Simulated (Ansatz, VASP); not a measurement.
**Two plane-wave programs on BN**

File INCAR:

```
  PREC = Accurate
  ENCUT = 520
  EDIFF = 1E-6
  ISMEAR = 0
  SIGMA = 0.05
  LREAL = F
  LASPH = T
  NELM = 100
  ALGO = Normal
  ISIF = 2
  LWAVE = F
  LCHARG = T
  GGA = PE
  LELF = T
  LVHAR = T
  NBANDS = 11
```

KPOINTS

```
Automatic mesh
0
Gamma
  12 12 12
```

POSCAR

```
BN
1.0
    0.0000000000      1.8113033220      1.7465078796
    1.7465078796      0.0000000000      1.7465078796
    1.7465078796      1.8113033220      0.0000000000
B N
1 1
Direct
    0.0000000000      0.0000000000      0.0000000000
    0.7500000000      0.7500000000      0.7500000000
```

Input for Ansatz:

```yaml
crystal:
  lattice:
    - [0.0, 1.811303322, 1.7465078796]
    - [1.7465078796, 0.0, 1.7465078796]
    - [1.7465078796, 1.811303322, 0.0]
  atoms:
    - { symbol: B, position: [0.0, 0.0, 0.0] }
    - { symbol: "N", position: [0.75, 0.75, 0.75] }
basis:
  ecutwfc: 520.0
kpoints:
  mp_grid: { grid: [12, 12, 12] }
hamiltonian:
  xc: pbe
scf:
  occupations: { method: gaussian, width: 0.05 }
output:
  forces: true
  stress: true
  eigenvalues: true
```

Alike in both runs: task single point; functional PBE; k mesh 12 × 12 × 12; occupations gaussian, width 0.05 eV; no spin polarisation.

```csv
,VASP,Ansatz
version,VASP 6.6.1,Ansatz 0.2.0
potentials or method,"VASP PAW PBE potentials, release 64 (B, N), cutoff 520 eV","scalar-relativistic, plane waves, PAW"
valence electrons in the cell,8,8
```

Ansatz gave:

- gap on the k mesh at the Fermi level (eV): 4.19
- least direct gap on the mesh (eV): 8.94

**Question.** Estimate VASP's values.

**Answer.** gap on the k mesh at the Fermi level (eV): 4.18; least direct gap on the mesh (eV): 8.93.
